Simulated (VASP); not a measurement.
# C (P6/mmm) in VASP: further runs

C is run at these levels: LDA; tasks: relaxation of cell and atoms.

Everything below comes from runs of VASP 6.6.1. Logs are shortened: lines on timing, memory, paths and dates and some standing lists are left out, and cuts for length are marked.

### 1 The cell of the first run

It takes space group P6/mmm (No. 191, hexagonal). Conventional cell: a = 1.949 Å, b = 1.949 Å, c = 1.550 Å, α = 90.00°, β = 90.00°, γ = 120.00°. C (site symmetry 6/mmm) has 8 C at 1.55 to 1.95 Å within 2.1 Å.

### 2 Relaxation of cell and atoms, LDA, target pressure 24 GPa, at which the enthalpy is minimised

INCAR reads:

```
SYSTEM = C
PREC = Accurate
ENCUT = 600
EDIFF = 1E-7
ISMEAR = -1
SIGMA = 0.1
LREAL = .False.
LASPH = .True.
NELM = 60
ALGO = Normal
ISIF = 3
LWAVE = .False.
LCHARG = .False.
GGA = CA
IBRION = 2
NSW = 32
EDIFFG = -0.005
PSTRESS = 240.0
```

KPOINTS reads:

```
regular mesh
0
Gamma
  22 22 21
  0 0 0
```

POSCAR reads:

```
C
1.0
    1.9487479746      0.0000000000      0.0000000000
   -0.9743739873      1.6876652516      0.0000000000
    0.0000000000      0.0000000000      1.5503126514
C
1
Direct
    0.0000000000      0.0000000000      0.0000000000
```

Potentials or basis: VASP PAW LDA potentials, release 64 (C).

The run is started by

```console
cat potpaw_LDA.64/C/POTCAR > POTCAR
mpirun -np 1 vasp_std > vasp.out
```

OUTCAR:

```text
SYSTEM = C
   PREC = Accurate
   ENCUT = 600
   EDIFF = 1E-7
   ISMEAR = -1
   LREAL = .False.
   LASPH = .True.
   NELM = 60
   ISIF = 3
   GGA = CA
   IBRION = 2
   NSW = 32
   EDIFFG = -0.005
   PSTRESS = 240.0

 ion  position               nearest neighbor table
   1  0.000  0.000  0.000-

  LATTYP: Found a hexagonal cell.
 ALAT       =     1.9487479746
 C/A-ratio  =     0.7955429186

  Lattice vectors:

 A1 = (   1.9487479746,   0.0000000000,   0.0000000000)
 A2 = (  -0.9743739873,   1.6876652516,   0.0000000000)
 A3 = (   0.0000000000,   0.0000000000,   1.5503126514)

Analysis of symmetry for initial positions (statically):
=====================================================================
 Subroutine PRICEL returns:
 Original cell was already a primitive cell.

 Routine SETGRP: Setting up the symmetry group for a
 hexagonal supercell.

 Subroutine GETGRP returns: Found 24 space group operations
 (whereof 24 operations were pure point group operations)
 out of a pool of 24 trial point group operations.

The static configuration has the point symmetry D_6h.

Analysis of symmetry for dynamics (positions and initial velocities):
=====================================================================
 Subroutine PRICEL returns:
 Original cell was already a primitive cell.

 Routine SETGRP: Setting up the symmetry group for a
 hexagonal supercell.

 Subroutine GETGRP returns: Found 24 space group operations
 (whereof 24 operations were pure point group operations)
 out of a pool of 24 trial point group operations.

The dynamic configuration has the point symmetry D_6h.

 Subroutine INISYM returns: Found 24 space group operations
 (whereof 24 operations are pure point group operations),
 and found     1 'primitive' translations

----------------------------------------------------------------------------------------

                                     Primitive cell

  volume of cell :       5.0987

  direct lattice vectors                    reciprocal lattice vectors
     1.948747975  0.000000000  0.000000000     0.513149988  0.296267284  0.000000000
    -0.974373987  1.687665252  0.000000000     0.000000000  0.592534568  0.000000000
     0.000000000  0.000000000  1.550312651     0.000000000  0.000000000  0.645031181

  length of vectors
     1.948747975  1.948747975  1.550312651     0.592534568  0.592534568  0.645031181

[... 87 lines left out ...]
   TEBEG  =    0.0;   TEEND  =   0.0 temperature during run
   PSTRESS=  240.0 pullay stress
   NELECT =       4.0000    total number of electrons
   NUPDOWN=      -1.0000    fix difference up-down
   EMIN   =  10.00;   EMAX   =-10.00  energy-range for DOS
   EFERMI =   0.00;   METHOD = LEGACY
   ISMEAR =    -1;   SIGMA  =   0.10  broadening in eV -4-tet -1-fermi 0-gaus
   EFERMI_NEDOS =   21; number of points for ismear=-14 and -15
   IALGO  =     38    algorithm
   IMIX   =      4    mixing-type and parameters
     AMIX     =   0.40;   BMIX     =  1.00
     AMIX_MAG =   1.60;   BMIX_MAG =  1.00
  volume/ion in A,a.u.               =       5.10        34.41
  Fermi-wavevector in a.u.,A,eV,Ry     =   1.509875  2.853251 31.017519  2.279723
  Thomas-Fermi vector in A             =   2.620140
   LORBIT       =      0    0 simple, 1 ext, 2 COOP (PROOUT), +10 PAW based schemes
   GGA     = CA    functional components
   LHFCALC =     F    Hartree Fock is set to
   AEXX    =    0.0000 exact exchange contribution
   IVDW    =     0    specifies the selected vdW correction
   LEPSILON=     F    determine dielectric tensor
   LRPA    =     F    only Hartree local field effects (RPA)
 conjugate gradient relaxation of ions
 non-spin polarized calculation
  energy-cutoff  :      600.00
  volume of cell :        5.10
 maximum number of plane-waves:       178
 NGX is ok and might be reduce to    16
   NGX =  7   NGY =  7   NGZ =  7

--------------------------------------- Ionic step        1  -------------------------------------------

 number of electron       4.0000000 magnetization

 Free energy of the ion-electron system (eV)
  ---------------------------------------------------
  ext. energy  EPLUGINS =         0.00000000
  ---------------------------------------------------
  free energy    TOTEN  =        -7.30585654 eV

  energy without entropy =       -7.30053851  energy(sigma->0) =       -7.30319752

------------------------ aborting loop because EDIFF is reached ----------------------------------------

  FORCE on cell =-STRESS in cart. coord.  units (eV):
  Direction    XX          YY          ZZ          XY          YZ          ZX
  --------------------------------------------------------------------------------------
  -------------------------------------------------------------------------------------
  Total        0.7816143      0.7816143      0.7988313      0.0000000     -0.0000000      0.0000000
  in kB      245.6075868    245.6075868    251.0177048      0.0000000     -0.0000000      0.0000000
  external PRESSURE =       7.4109595 kB  Pullay stress =     240.0000000 kB
[... 135 lines left out ...]
--------------------------------------- Ionic step        5  -------------------------------------------

 number of electron       4.0000000 magnetization

 Free energy of the ion-electron system (eV)
  ---------------------------------------------------
  ext. energy  EPLUGINS =         0.00000000
  ---------------------------------------------------
  free energy    TOTEN  =        -7.30700890 eV

  energy without entropy =       -7.30169180  energy(sigma->0) =       -7.30435035

 E-fermi :  12.3729     XC(G=0): -14.4112

 val. band max:       12.3699630081   @ k =   0.2727   0.1818   0.1905
 cond. band min:      12.3762725342   @ k =   0.1818   0.1364   0.2857
 fundamental gap:      0.0063095261
 Fermi energy:        12.3729277201

 k-point     1 :       0.0000    0.0000    0.0000
  band No.  band energies     occupation
      1     -10.9593      2.00000
      2      19.9862      0.00000
      3      19.9862      0.00000
      4      29.6225      0.00000
      5      40.4947      0.00000
      6      43.3835      0.00000
[... 199 lines left out ...]
 k-point    24 :       0.1364    0.0909    0.0000
  band No.  band energies     occupation
      1      -9.2564      2.00000
      2      14.8057      0.00000
      3      17.1650      0.00000
      4      30.4051      0.00000
      5      36.3779      0.00000
      6      43.0827      0.00000

 [... further k-points ...]

------------------------ aborting loop because EDIFF is reached ----------------------------------------

  FORCE on cell =-STRESS in cart. coord.  units (eV):
  Direction    XX          YY          ZZ          XY          YZ          ZX
  --------------------------------------------------------------------------------------
  -------------------------------------------------------------------------------------
  Total        0.7647419      0.7647419      0.7645753      0.0000000     -0.0000000      0.0000000
  in kB      239.9493096    239.9493097    239.8970294      0.0000000     -0.0000000      0.0000000
  external PRESSURE =      -0.0681171 kB  Pullay stress =     240.0000000 kB
[... 20 lines left out ...]
  energy  without entropy=       -7.3016918023  energy(sigma->0) =       -7.30435035

  enthalpy is  TOTEN    =        -6.5421054122 eV   P V=        0.7649034849

 reached required accuracy - stopping structural energy minimisation
```

OSZICAR:

```text
N       E                     dE             d eps       ncg     rms          rms(c)
DAV:   1    -0.334999652865E+01   -0.33500E+01   -0.29789E+03  7536   0.756E+02
DAV:   2    -0.738017261022E+01   -0.40302E+01   -0.35711E+01  8736   0.542E+01
DAV:   3    -0.739964079705E+01   -0.19468E-01   -0.19462E-01  7410   0.443E+00
[... 25 lines left out ...]
   4 F= -.65421043E+01 E0= -.65394497E+01  d E =-.259408E-06
       N       E                     dE             d eps       ncg     rms          rms(c)
DAV:   1    -0.730700955301E+01    0.16589E-03   -0.49942E-05  7404   0.648E-02    0.485E-03
DAV:   2    -0.730700913512E+01    0.41789E-06   -0.76329E-07  7506   0.101E-02    0.271E-03
DAV:   3    -0.730700889712E+01    0.23800E-06   -0.43358E-07  7254   0.552E-03    0.251E-04
DAV:   4    -0.730700889705E+01    0.71907E-10   -0.73149E-09  3444   0.106E-03
   5 F= -.65421054E+01 E0= -.65394469E+01  d E =-.135563E-05
```

CONTCAR:

```text
C
   1.00000000000000
     1.9496911985678573    0.0000000000000000    0.0000000000000000
    -0.9748455992839287    1.6884821075191301    0.0000000000000000
     0.0000000000000000   -0.0000000000000000    1.5511138874655817
  C
     1
Direct
     0.0000000000000000    0.0000000000000000    0.0000000000000000

  0.00000000E+00  0.00000000E+00  0.00000000E+00
```

Wall time 41 s (1 thread of Intel Xeon 8259CL, shared host); peak memory 0.12 GiB.

What came out:

```yaml
Free_energy: -7.3070 eV
Relaxed_volume: 5.11 Å³/atom
Relaxed_cell: a = 1.950 Å, b = 1.950 Å, c = 1.551 Å, α = 90.00°, β = 90.00°, γ = 120.00°
Space_group_after_relaxing_to_0.1_Å: P6/mmm (No. 191)
Energy_change_on_relaxing_the_run_minimises_the_enthalpy: -1.2 meV/atom
Ionic_steps: 5
Pressure_after_relaxing: 24.0 GPa
Band_gap_on_the_k_mesh: zero (bands 2 and 3 overlap by 16.54 eV)
```

Step by step:
```tsv
step	energy change (eV)	largest force (eV/Å)	pressure (GPa)	volume (Å³)
1	0.0000	0.0000	24.74	5.10
2	-0.0026	0.0000	22.84	5.12
3	-0.0010	0.0000	24.07	5.11
4	-0.0013	0.0000	23.93	5.11
5	-0.0012	0.0000	23.99	5.11
```

Final structure:
```xyz
1
Lattice="1.9497 0.0000 0.0000 -0.9748 1.6885 0.0000 0.0000 0.0000 1.5511" Properties=species:S:1:pos:R:3 pbc="T T T"
C     0.0000    0.0000    0.0000
```

Levels at points of the mesh, in eV from the Fermi level:
```csv
k point,band 1,band 2,band 3,band 4,band 5
"(0.00, 0.00, 0.00)",-23.33,7.61,7.61,17.25,28.12
"(0.50, 0.00, 0.00)",-12.71,-12.62,2.81,18.12,19.79
```

Caveat: the cell is relaxed towards a set pressure, so the run minimises the enthalpy, not the energy.

### 3 Relaxation of cell and atoms, LDA, target pressure 24 GPa, at which the enthalpy is minimised

This run uses another cell than the first one, of 6.34 Å³/atom.

INCAR reads:

```
SYSTEM = C
PREC = Accurate ; ENCUT = 600
EDIFF = 1E-6 ; ISMEAR = -1
SIGMA = 0.1 ; LREAL = .False.
LASPH = .True. ; NELM = 80
ALGO = Normal ; ISIF = 3
LWAVE = .False. ; LCHARG = .False.
IBRION = 2 ; NSW = 60
EDIFFG = -0.005 ; PSTRESS = 240.0
```

KPOINTS is that of step 2.

POSCAR reads:

```
C
1.0
    1.9821710033      0.0000000000      0.0000000000
   -0.9910855016      1.7166104435      0.0000000000
    0.0000000000      0.0000000000      1.8632407431
C
1
Direct
    0.0000000000      0.0000000000      0.0000000000
```

Potentials or basis: VASP PAW LDA potentials, release 64 (C).

The run is started by

```console
cat potpaw_LDA.64/C/POTCAR > POTCAR
mpirun -np 1 vasp_std > vasp.out
```

Run time: 69 s. Hardware: 1 thread of Intel Xeon 8259CL, shared host; peak memory 0.13 GiB.

The run converged. Its results:

```
Free energy                                                : -7.3112 eV
Relaxed volume                                             : 5.10 Å³/atom
Relaxed cell                                               : a = 1.949 Å, b = 1.949 Å, c = 1.551 Å, α = 90.00°, β = 90.00°, γ = 120.00°
Space group after relaxing (to 0.1 Å)                      : P6/mmm (No. 191)
Energy change on relaxing (the run minimises the enthalpy) : -455.5 meV/atom
Ionic steps                                                : 13
Pressure after relaxing                                    : 23.9 GPa
Band gap on the k mesh                                     : zero (bands 2 and 3 overlap by 16.54 eV)
```

Step by step:
```
step  energy change (eV)  largest force (eV/Å)  pressure (GPa)  volume (Å³)
   1              0.0000                0.0000          -43.53         6.34
   2              0.0970                0.0000          180.98         4.15
   3             -0.3758                0.0000           35.06         4.89
   4             -0.4388                0.0000           33.54         5.01
   5             -0.4389                0.0000           33.57         5.01
   6             -0.4690                0.0000           11.88         5.23
   7             -0.4551                0.0000           23.99         5.10
   8             -0.4548                0.0000           24.15         5.10
   9             -0.4555                0.0000           24.10         5.11
  10             -0.4552                0.0000           24.15         5.10
  11             -0.4552                0.0000           24.14         5.10
  12             -0.4556                0.0000           23.91         5.11
  13             -0.4555                0.0000           23.95         5.10
```

Final structure:
```
C
1.0
     1.94942    0.00000    0.00000
    -0.97471    1.68825    0.00000
     0.00000    0.00000    1.55109
C
1
Direct
  0.00000 0.00000 0.00000
```

Levels at points of the mesh, in eV from the Fermi level:
```csv
k point,band 1,band 2,band 3,band 4,band 5
"(0.00, 0.00, 0.00)",-23.34,7.62,7.62,17.25,28.13
"(0.50, 0.00, 0.00)",-12.71,-12.62,2.81,18.12,19.79
```

Caveat: the cell is relaxed towards a set pressure, so the run minimises the enthalpy, not the energy; the volume moved by over 15 % at a fixed basis, so the end points are rough.

(Part 1 of 2 ends here.)

The gap in the log of VASP goes by the Fermi energy; the results here count the filled bands.